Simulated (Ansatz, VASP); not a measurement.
## One calculation of KI, two programs

INCAR

```
SYSTEM = KI
ALGO = Normal ; EDIFF = 1E-6
ENCUT = 520 ; GGA = PS
ISIF = 2 ; ISMEAR = 0
LASPH = .True. ; LCHARG = .True.
LELF = .True. ; LREAL = .False.
LVHAR = .True. ; LWAVE = .False.
NBANDS = 15 ; NELM = 60
PREC = Accurate ; SIGMA = 0.05
```

File KPOINTS:

```
k-points
0
Gamma
  6 6 6
  0 0 0
```

The input POSCAR:

```
KI
1.0
    0.0000000000      3.8065140000      3.5245500000
    3.8065140000      0.0000000000      3.5245500000
    3.8065140000      3.8065140000      0.0000000000
K I
1 1
Direct
    0.0000000000      0.0000000000      0.0000000000
    0.5000000000      0.5000000000      0.5000000000
```

Input for Ansatz:

```yaml
crystal:
  lattice:
    - [0.0, 3.806514, 3.52455]
    - [3.806514, 0.0, 3.52455]
    - [3.806514, 3.806514, 0.0]
  atoms:
    - { symbol: K, position: [0.0, 0.0, 0.0] }
    - { symbol: I, position: [0.5, 0.5, 0.5] }
basis:
  ecutwfc: 420
kpoints:
  mp_grid: { grid: [6, 6, 6] }
hamiltonian:
  xc: pbesol
scf:
  occupations: { method: gaussian, width: 0.05 }
output:
  forces: true
  stress: true
  eigenvalues: true
```

Change from the starting cell: strain +0.080 along x and y, +0.000 along z, atoms carried along.

Alike in both runs: task single point; functional PBEsol; k mesh 6 × 6 × 6; occupations gaussian, width 0.05 eV; no spin polarisation.

|  | VASP | Ansatz |
| --- | --- | --- |
| version | VASP 6.6.1 | Ansatz 0.2.0 |
| potentials or method | VASP PAW PBE potentials, release 64 (K_sv, I), cutoff 520 eV | scalar-relativistic, plane waves, PAW |
| valence electrons in the cell | 16 | 26 |

```tsv
	VASP	Ansatz	Ansatz less VASP
gap on the k mesh at the Fermi level (eV)	3.54	3.54	+0.003
least direct gap on the mesh (eV)	3.54	3.54	+0.003
pressure (GPa)	-1.2	-1.2	-0.02
traceless stress, the component that is largest in VASP (GPa)	0.56	0.55	-0.012
```

VASP's potentials were made for PBE, not for PBEsol. VASP's potentials hold 16 valence electrons a cell and Ansatz's 26, so a difference there can come from the potentials and not from the codes.

Spin-orbit coupling is off throughout.
